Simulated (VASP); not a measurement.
Here is a VASP 6.6.1 calculation.

Contents of INCAR:

```
  PREC = Accurate
  ENCUT = 600
  EDIFF = 1E-7
  ISMEAR = 0
  SIGMA = 0.1
  LREAL = False
  LASPH = True
  NELM = 60
  ALGO = Fast
  ISIF = 3
  LWAVE = False
  LCHARG = False
  GGA = PS
  IBRION = 2
  NSW = 80
  EDIFFG = -0.01
```

The input KPOINTS:

```
regular mesh
0
Gamma
  18 18 10
```

The input POSCAR:

```
V
1.0
    2.5675589512      0.0000000000      0.0000000000
   -1.2837794756      2.2235712775      0.0000000000
    0.0000000000      0.0000000000      4.6627352333
V
2
Direct
    0.3333333333      0.6666666667      0.2500000000
    0.6666666667      0.3333333333      0.7500000000
```

Potentials or basis: VASP PAW PBE potentials, release 64 (V_sv).

The run is started by

```console
$ cat potpaw_PBE.64/V_sv/POTCAR > POTCAR
$ mpirun -np 1 vasp_std > vasp.out
```

Task: Estimate the space group after relaxing (to 0.1 Å).

Result: P6_3/mmc (No. 194).

Task: Predict the band gap on the k mesh.

Result: Zero (bands 13 and 14 overlap by 2.32 eV).

Final structure:
```cif
data_structure
_symmetry_space_group_name_H-M 'P 1'
_symmetry_Int_Tables_number 1
_cell_length_a 2.5741
_cell_length_b 2.5741
_cell_length_c 4.6441
_cell_angle_alpha 90.000
_cell_angle_beta 90.000
_cell_angle_gamma 120.000
_cell_volume 26.65
loop_
_atom_site_label
_atom_site_type_symbol
_atom_site_fract_x
_atom_site_fract_y
_atom_site_fract_z
_atom_site_occupancy
V1 V 0.33333 0.66667 0.25000 1
V2 V 0.66667 0.33333 0.75000 1
```
